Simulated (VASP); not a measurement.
# Cr (Pm-3m) in VASP: further runs

The runs below take Cr through single point, relaxation of cell and atoms, with LDA.

Program: VASP 6.6.1. These are calculated values, not measurements. Logs are shortened: lines on timing, memory, paths and dates and some standing lists are left out, and cuts for length are marked.

## Step 1: The cell of the first run

Symmetry: Pm-3m, No. 221, cubic system. The conventional cell has a = 2.294 Å, b = 2.294 Å, c = 2.294 Å, α = 90.00°, β = 90.00°, γ = 90.00°. Within 3.0 Å of Cr (site symmetry m-3m) lie 6 Cr at 2.29 Å.

This isn't the form of Cr at room conditions, which is bcc.

## Step 2: Single point, LDA, collinear spin, ferromagnetic start

INCAR reads:

```
SYSTEM = Cr
ALGO = Normal ; EDIFF = 1E-6
ENCUT = 520 ; GGA = CA
ISIF = 2 ; ISMEAR = -1
ISPIN = 2 ; LASPH = .TRUE.
LCHARG = .FALSE. ; LMAXMIX = 4
LORBIT = 11 ; LREAL = .FALSE.
LWAVE = .FALSE. ; MAGMOM = 2
NBANDS = 16 ; NELM = 150
PREC = Accurate ; SIGMA = 0.05
```

KPOINTS reads:

```
k-points
0
G
  17 17 17
  0 0 0
```

POSCAR reads:

```
Cr
1.0
    2.2944958005      0.0000000000      0.0000000000
    0.0000000000      2.2944958005      0.0000000000
    0.0000000000      0.0000000000      2.2944958005
Cr
1
Direct
    0.0000000000      0.0000000000      0.0000000000
```

Potentials or basis: VASP PAW LDA potentials, release 64 (Cr_pv).

Started as:

```bash
$ cat potpaw_LDA.64/Cr_pv/POTCAR > POTCAR
$ mpirun -np 1 vasp_std > vasp.out
```

OUTCAR:

```text
SYSTEM = Cr
   EDIFF = 1E-6
   ENCUT = 520
   GGA = CA
   ISIF = 2
   ISMEAR = -1
   ISPIN = 2
   LASPH = .TRUE.
   LORBIT = 11
   LREAL = .FALSE.
   NELM = 150
   PREC = Accurate

 ion  position               nearest neighbor table
   1  0.000  0.000  0.000-

  LATTYP: Found a simple cubic cell.
 ALAT       =     2.2944958005

  Lattice vectors:

 A1 = (   2.2944958005,   0.0000000000,   0.0000000000)
 A2 = (   0.0000000000,   2.2944958005,   0.0000000000)
 A3 = (   0.0000000000,   0.0000000000,   2.2944958005)

Analysis of symmetry for initial positions (statically):
=====================================================================
 Subroutine PRICEL returns:
 Original cell was already a primitive cell.

 Routine SETGRP: Setting up the symmetry group for a
 simple cubic supercell.

 Subroutine GETGRP returns: Found 48 space group operations
 (whereof 48 operations were pure point group operations)
 out of a pool of 48 trial point group operations.

The static configuration has the point symmetry O_h .

Analysis of symmetry for dynamics (positions and initial velocities):
=====================================================================
 Subroutine PRICEL returns:
 Original cell was already a primitive cell.

 Routine SETGRP: Setting up the symmetry group for a
 simple cubic supercell.

 Subroutine GETGRP returns: Found 48 space group operations
 (whereof 48 operations were pure point group operations)
 out of a pool of 48 trial point group operations.

The dynamic configuration has the point symmetry O_h .

Analysis of structural, dynamic, and magnetic symmetry:
=====================================================================
 Subroutine PRICEL returns:
 Original cell was already a primitive cell.

 Routine SETGRP: Setting up the symmetry group for a
 simple cubic supercell.

 Subroutine GETGRP returns: Found 48 space group operations
 (whereof 48 operations were pure point group operations)
 out of a pool of 48 trial point group operations.

The overall configuration has the point symmetry O_h .

 Subroutine INISYM returns: Found 48 space group operations
 (whereof 48 operations are pure point group operations),
 and found     1 'primitive' translations

----------------------------------------------------------------------------------------

                                     Primitive cell

  volume of cell :      12.0799

  direct lattice vectors                    reciprocal lattice vectors
     2.294495801  0.000000000  0.000000000     0.435825596  0.000000000  0.000000000
     0.000000000  2.294495801  0.000000000     0.000000000  0.435825596  0.000000000
     0.000000000  0.000000000  2.294495801     0.000000000  0.000000000  0.435825596

  length of vectors
     2.294495801  2.294495801  2.294495801     0.435825596  0.435825596  0.435825596

  position of ions in fractional coordinates (direct lattice)
     0.000000000  0.000000000  0.000000000

  ion indices of the primitive-cell ions
   primitive index   ion index
                 1           1

----------------------------------------------------------------------------------------

 KPOINTS: k-points

Automatic generation of k-mesh.
 Grid dimensions read from file:
 generate k-points for:   17   17   17

 Generating k-lattice:

  Cartesian coordinates                     Fractional coordinates (reciprocal lattice)
     0.025636800  0.000000000  0.000000000     0.058823529  0.000000000  0.000000000
     0.000000000  0.025636800  0.000000000     0.000000000  0.058823529  0.000000000
     0.000000000  0.000000000  0.025636800     0.000000000  0.000000000  0.058823529

  Length of vectors
     0.025636800  0.025636800  0.025636800

  Shift w.r.t. Gamma in fractional coordinates (k-lattice)
     0.000000000  0.000000000  0.000000000

 Subroutine IBZKPT returns following result:
 ===========================================

 Found    165 irreducible k-points:

 Following reciprocal coordinates:
            Coordinates               Weight
  0.000000  0.000000  0.000000      1.000000
  0.058824  0.000000  0.000000      6.000000
  0.117647  0.000000  0.000000      6.000000
  0.176471  0.000000  0.000000      6.000000
  0.235294  0.000000  0.000000      6.000000
  0.294118  0.000000  0.000000      6.000000
[... 16 lines left out ...]
  0.411765  0.117647  0.000000     24.000000
  0.470588  0.117647  0.000000     24.000000
 [... further k-points ...]
   k-points           NKPTS =    165   k-points in BZ     NKDIM =    165   number of bands    NBANDS=     16
   number of dos      NEDOS =    301   number of ions     NIONS =      1
   total plane-waves  NPLWV =   5832
   dimension x,y,z NGX =    18 NGY =   18 NGZ =   18
   dimension x,y,z NGXF=    36 NGYF=   36 NGZF=   36
   ions per type =               1
   NGX,Y,Z   is equivalent  to a cutoff of  13.04, 13.04, 13.04 a.u.
   NGXF,Y,Z  is equivalent  to a cutoff of  26.08, 26.08, 26.08 a.u.
 SYSTEM =  Cr
   PREC   = accura    normal or accurate (medium, high low for compatibility)
   ISTART =      0    job   : 0-new  1-cont  2-samecut
   ICHARG =      2    charge: 1-file 2-atom 10-const
   ISPIN  =      2    spin polarized calculation?
   LNONCOLLINEAR =      F non collinear calculations
   LSORBIT =      F    spin-orbit coupling
   LASPH  =      T    aspherical Exc in radial PAW
   ENCUT  =  520.0 eV  38.22 Ry    6.18 a.u.   4.27  4.27  4.27*2*pi/ulx,y,z
   NELM   =    150;   NELMIN=  2; NELMDL= -5     # of ELM steps
   EDIFF  = 0.1E-05   stopping-criterion for ELM
   LREAL  =      F    real-space projection
   EDIFFG = 0.1E-04   stopping-criterion for IOM
   NSW    =      0    number of steps for IOM
   IBRION =     -1    ionic relax: 0-MD 1-quasi-New 2-CG
   NFREE  =      0    steps in history (QN), initial steepest desc. (CG)
   ISIF   =      2    stress and relaxation
   ISYM   =      2    0-nonsym 1-usesym 2-fastsym
   POTIM  = 0.5000    time-step for ionic-motion
   TEBEG  =    0.0;   TEEND  =   0.0 temperature during run
   PSTRESS=    0.0 pullay stress
   NELECT =      12.0000    total number of electrons
   NUPDOWN=      -1.0000    fix difference up-down
   EMIN   =  10.00;   EMAX   =-10.00  energy-range for DOS
   EFERMI =   0.00;   METHOD = LEGACY
   ISMEAR =    -1;   SIGMA  =   0.05  broadening in eV -4-tet -1-fermi 0-gaus
   EFERMI_NEDOS =   21; number of points for ismear=-14 and -15
   IALGO  =     38    algorithm
   IMIX   =      4    mixing-type and parameters
     AMIX     =   0.40;   BMIX     =  1.00
     AMIX_MAG =   1.60;   BMIX_MAG =  1.00
  volume/ion in A,a.u.               =      12.08        81.52
  Fermi-wavevector in a.u.,A,eV,Ry     =   1.633483  3.086835 36.303977  2.668267
  Thomas-Fermi vector in A             =   2.725281
   LORBIT       =     11    0 simple, 1 ext, 2 COOP (PROOUT), +10 PAW based schemes
   GGA     = CA    functional components
   LHFCALC =     F    Hartree Fock is set to
   AEXX    =    0.0000 exact exchange contribution
   IVDW    =     0    specifies the selected vdW correction
   LEPSILON=     F    determine dielectric tensor
   LRPA    =     F    only Hartree local field effects (RPA)
 spin polarized calculation
  energy-cutoff  :      520.00
  volume of cell :       12.08
 maximum number of plane-waves:       341
 NGX is ok and might be reduce to    18
   NGX =  9   NGY =  9   NGZ =  9

 number of electron      11.9999988 magnetization      -0.0005566

 number of electron      11.9999988 magnetization       0.0003836

 Free energy of the ion-electron system (eV)
  ---------------------------------------------------
  ext. energy  EPLUGINS =         0.00000000
  ---------------------------------------------------
  free energy    TOTEN  =        -9.60151575 eV

  energy without entropy =       -9.59154031  energy(sigma->0) =       -9.59652803

 E-fermi :  10.2248     XC(G=0): -13.6051

 val. band max:       10.2217675436   @ k =   0.4118   0.2941   0.1176
 cond. band min:      10.2661112437   @ k =   0.4706   0.4118   0.1176
 fundamental gap:      0.0443437001
 Fermi energy:        10.2247626887

 spin component 1

 k-point     1 :       0.0000    0.0000    0.0000
  band No.  band energies     occupation
      1     -31.8223      1.00000
      2     -31.8223      1.00000
      3     -31.8223      1.00000
      4       2.7523      1.00000
      5       6.8249      1.00000
      6       6.8249      1.00000
[... 8 lines left out ...]
     15      35.8071      0.00000
     16      40.0206      0.00000

 k-point     2 :       0.0588    0.0000    0.0000
  band No.  band energies     occupation
      1     -31.8668      1.00000
      2     -31.8185      1.00000
      3     -31.8185      1.00000
      4       2.8691      1.00000
      5       6.8508      1.00000
      6       6.9142      1.00000
[... 8 lines left out ...]
     15      36.4801      0.00000
     16      40.5631      0.00000
[... 387 lines left out ...]
      5       7.8862      1.00000
      6       8.7723      1.00000
[... 8 lines left out ...]
     15      37.7773      0.00000
     16      42.8047      0.00000

 k-point    24 :       0.4706    0.1176    0.0000
  band No.  band energies     occupation
      1     -33.0408      1.00000
      2     -31.8698      1.00000
      3     -31.6962      1.00000
      4       7.3555      1.00000
      5       8.0278      1.00000
      6       8.4788      1.00000
[... 8 lines left out ...]
     15      39.2874      0.00000
     16      41.1682      0.00000

 [... further k-points ...]

 spin component 2

 k-point     1 :       0.0000    0.0000    0.0000
  band No.  band energies     occupation
      1     -31.8219      1.00000
      2     -31.8219      1.00000
      3     -31.8219      1.00000
      4       2.7524      1.00000
      5       6.8252      1.00000
      6       6.8252      1.00000
[... 8 lines left out ...]
     15      35.8073      0.00000
     16      40.0206      0.00000

 k-point     2 :       0.0588    0.0000    0.0000
  band No.  band energies     occupation
      1     -31.8664      1.00000
      2     -31.8181      1.00000
      3     -31.8181      1.00000
      4       2.8692      1.00000
      5       6.8510      1.00000
      6       6.9145      1.00000
[... 8 lines left out ...]
     15      36.4803      0.00000
     16      40.5631      0.00000
[... 387 lines left out ...]
      5       7.8865      1.00000
      6       8.7725      1.00000
[... 8 lines left out ...]
     15      37.7774      0.00000
     16      42.8048      0.00000

 k-point    24 :       0.4706    0.1176    0.0000
  band No.  band energies     occupation
      1     -33.0404      1.00000
      2     -31.8694      1.00000
      3     -31.6958      1.00000
      4       7.3557      1.00000
      5       8.0280      1.00000
      6       8.4790      1.00000
[... 8 lines left out ...]
     15      39.2876      0.00000
     16      41.1683      0.00000

 [... further k-points ...]

------------------------ aborting loop because EDIFF is reached ----------------------------------------

  FORCE on cell =-STRESS in cart. coord.  units (eV):
  Direction    XX          YY          ZZ          XY          YZ          ZX
  --------------------------------------------------------------------------------------
  -------------------------------------------------------------------------------------
  Total       -0.2376466     -0.2376466     -0.2376466      0.0000000      0.0000000      0.0000000
  in kB      -31.5195755    -31.5195755    -31.5195755      0.0000000      0.0000000      0.0000000
  external PRESSURE =     -31.5195755 kB  Pullay stress =       0.0000000 kB

 VOLUME and BASIS-vectors are now :
 -----------------------------------------------------------------------------
  energy-cutoff  :      520.00
  volume of cell :       12.08
      direct lattice vectors                 reciprocal lattice vectors
     2.294495801  0.000000000  0.000000000     0.435825596  0.000000000  0.000000000
     0.000000000  2.294495801  0.000000000     0.000000000  0.435825596  0.000000000
     0.000000000  0.000000000  2.294495801     0.000000000  0.000000000  0.435825596

 POSITION                                       TOTAL-FORCE (eV/Angst)
 -----------------------------------------------------------------------------------
      0.00000      0.00000      0.00000         0.000000      0.000000      0.000000
 -----------------------------------------------------------------------------------
    total drift:                               -0.000000      0.000000      0.000000

  FREE ENERGIE OF THE ION-ELECTRON SYSTEM (eV)
  ---------------------------------------------------
  free  energy   TOTEN  =        -9.6015157502 eV

  energy  without entropy=       -9.5915403092  energy(sigma->0) =       -9.59652803

 total charge

# of ion       s       p       d       tot
------------------------------------------
    1        0.447   6.318   4.438  11.204

 magnetization (x)

# of ion       s       p       d       tot
------------------------------------------
    1       -0.000  -0.000   0.000   0.000
```

Run time: 73 s. Hardware: 1 thread of Intel Xeon 8259CL, shared host; peak memory 0.16 GiB.

What came out:

```yaml
Free_energy: -9.6015 eV
Pressure: -3.2 GPa
Band_gap_on_the_k_mesh: zero (filled and empty bands overlap)
Net_moment: 0.00 μB per cell
Valence_electrons_inside_the_program's_atomic_spheres: Cr 11.20
```

Levels at points of the mesh, in eV from the Fermi level:
Spin up:
```
           k point  band 4  band 5  band 6  band 7  band 8  band 9
(0.00, 0.00, 0.00)   -7.47   -3.40   -3.40    2.63    2.63    2.63
```
Spin down:
| k point | band 3 | band 4 | band 5 | band 6 | band 7 | band 8 | band 9 | band 10 |
| --- | --- | --- | --- | --- | --- | --- | --- | --- |
| (0.00, 0.00, 0.00) | -42.05 | -7.47 | -3.40 | -3.40 | 2.63 | 2.63 | 2.63 | 5.80 |

Caveat: the cell stands under tension; an empty level that is flat over the whole mesh can mark a ghost state of the potentials, or a narrow d or f band.

## Step 3: Single point, LDA, collinear spin, ferromagnetic start

INCAR reads:

```
PREC = Accurate
ENCUT = 520
EDIFF = 1E-6
ISMEAR = -1
SIGMA = 0.05
LREAL = F
LASPH = T
NELM = 150
ALGO = Normal
ISIF = 2
LWAVE = F
LCHARG = F
ISPIN = 2
MAGMOM = 2
LORBIT = 11
LMAXMIX = 4
GGA = CA
NBANDS = 16
```

KPOINTS reads:

```
regular mesh
0
Gamma
  17 17 17
```

POSCAR reads:

```
Cr
1.0
    2.2945871874      0.0000000000      0.0000000000
    0.0000000000      2.2945871874      0.0000000000
    0.0000000000      0.0000000000      2.2945871874
Cr
1
Direct
    0.0000000000      0.0000000000      0.0000000000
```

Potentials or basis: VASP PAW LDA potentials, release 64 (Cr_pv).

Started as:

```bash
$ cat potpaw_LDA.64/Cr_pv/POTCAR > POTCAR
$ mpirun -np 1 vasp_std > vasp.out
```

OUTCAR:

```text
PREC = Accurate
   ENCUT = 520
   EDIFF = 1E-6
   ISMEAR = -1
   LREAL = F
   LASPH = T
   NELM = 150
   ISIF = 2
   ISPIN = 2
   LORBIT = 11
   GGA = CA

 ion  position               nearest neighbor table
   1  0.000  0.000  0.000-

  LATTYP: Found a simple cubic cell.
 ALAT       =     2.2945871874

  Lattice vectors:

 A1 = (   2.2945871874,   0.0000000000,   0.0000000000)
 A2 = (   0.0000000000,   2.2945871874,   0.0000000000)
 A3 = (   0.0000000000,   0.0000000000,   2.2945871874)

Analysis of symmetry for initial positions (statically):
=====================================================================
 Subroutine PRICEL returns:
 Original cell was already a primitive cell.

 Routine SETGRP: Setting up the symmetry group for a
 simple cubic supercell.

 Subroutine GETGRP returns: Found 48 space group operations
 (whereof 48 operations were pure point group operations)
 out of a pool of 48 trial point group operations.

The static configuration has the point symmetry O_h .

Analysis of symmetry for dynamics (positions and initial velocities):
=====================================================================
[... 641 lines left out ...]
 k-point     1 :       0.0000    0.0000    0.0000
  band No.  band energies     occupation
      1     -31.8237      1.00000
      2     -31.8237      1.00000
      3     -31.8237      1.00000
      4       2.7512      1.00000
      5       6.8240      1.00000
      6       6.8240      1.00000
[... 435 lines left out ...]
      5       8.0267      1.00000
      6       8.4776      1.00000
[... 8 lines left out ...]
     15      39.2836      0.00000
     16      41.1643      0.00000

 [... further k-points ...]

------------------------ aborting loop because EDIFF is reached ----------------------------------------

  FORCE on cell =-STRESS in cart. coord.  units (eV):
  Direction    XX          YY          ZZ          XY          YZ          ZX
  --------------------------------------------------------------------------------------
  -------------------------------------------------------------------------------------
  Total       -0.2396246     -0.2396246     -0.2396246      0.0000000      0.0000000     -0.0000000
  in kB      -31.7781252    -31.7781252    -31.7781252      0.0000000      0.0000000     -0.0000000
  external PRESSURE =     -31.7781252 kB  Pullay stress =       0.0000000 kB

 VOLUME and BASIS-vectors are now :
 -----------------------------------------------------------------------------
  energy-cutoff  :      520.00
  volume of cell :       12.08
      direct lattice vectors                 reciprocal lattice vectors
     2.294587187  0.000000000  0.000000000     0.435808238  0.000000000  0.000000000
     0.000000000  2.294587187  0.000000000     0.000000000  0.435808238  0.000000000
     0.000000000  0.000000000  2.294587187     0.000000000  0.000000000  0.435808238

 POSITION                                       TOTAL-FORCE (eV/Angst)
 -----------------------------------------------------------------------------------
      0.00000      0.00000      0.00000         0.000000      0.000000      0.000000
 -----------------------------------------------------------------------------------
    total drift:                               -0.000000      0.000000      0.000000

  FREE ENERGIE OF THE ION-ELECTRON SYSTEM (eV)
  ---------------------------------------------------
  free  energy   TOTEN  =        -9.6014870695 eV

  energy  without entropy=       -9.5915103470  energy(sigma->0) =       -9.59649871

 total charge

# of ion       s       p       d       tot
------------------------------------------
    1        0.447   6.318   4.438  11.203

 magnetization (x)

# of ion       s       p       d       tot
------------------------------------------
    1       -0.000  -0.000   0.000   0.000
```

OSZICAR:

```text
N       E                     dE             d eps       ncg     rms          rms(c)
DAV:   1     0.823696035097E+02    0.82370E+02   -0.64683E+03 10792   0.892E+02
DAV:   2    -0.858548108707E+01   -0.90955E+02   -0.85726E+02 11384   0.245E+02
DAV:   3    -0.101554669444E+02   -0.15700E+01   -0.15676E+01 12112   0.360E+01
DAV:   4    -0.101612142703E+02   -0.57473E-02   -0.57472E-02 12032   0.216E+00
DAV:   5    -0.101612589091E+02   -0.44639E-04   -0.44639E-04 11944   0.171E-01    0.125E+01
DAV:   6    -0.961637928026E+01    0.54488E+00   -0.17681E+00 11632   0.203E+01    0.219E+00
DAV:   7    -0.960911523324E+01    0.72640E-02   -0.39397E-02 10944   0.201E+00    0.138E+00
DAV:   8    -0.960485436569E+01    0.42609E-02   -0.25323E-03 11872   0.523E-01    0.697E-01
DAV:   9    -0.960133229614E+01    0.35221E-02   -0.14447E-03 11584   0.394E-01    0.116E-01
DAV:  10    -0.960147526458E+01   -0.14297E-03   -0.13632E-04 11592   0.115E-01    0.320E-02
DAV:  11    -0.960148542382E+01   -0.10159E-04   -0.33180E-06 11496   0.161E-02    0.114E-02
DAV:  12    -0.960148666928E+01   -0.12455E-05   -0.45082E-07  8696   0.485E-03    0.534E-03
DAV:  13    -0.960148706947E+01   -0.40018E-06   -0.13824E-07  5856   0.294E-03
   1 F= -.96014871E+01 E0= -.95964987E+01  d E =-.997672E-02  mag=     0.0000
```

stdout:

```text
POSCAR found type information on POSCAR Cr
 POSCAR found :  1 types and       1 ions
 scaLAPACK will be used
 LDA part: xc-table for (Slater(with rela. corr.)+CA(PZ))
 , standard interpolation
 POSCAR, INCAR and KPOINTS ok, starting setup
 FFT: planning ... GRIDC
 FFT: planning ... GRID_SOFT
 FFT: planning ... GRID
 WAVECAR not read
 entering main loop
```

Run time: 60 s. Hardware: 1 thread of Intel Xeon 8259CL, shared host; peak memory 0.15 GiB.

Results:

| Property | Result |
| --- | --- |
| Free energy | -9.6015 eV |
| Pressure | -3.2 GPa |
| Band gap on the k mesh | zero (filled and empty bands overlap) |
| Net moment | 0.00 μB per cell |
| Valence electrons inside the program's atomic spheres | Cr 11.20 |

Caveat: the cell stands under tension; an empty level that is flat over the whole mesh can mark a ghost state of the potentials, or a narrow d or f band.

(Continued in part 2 of 2.)
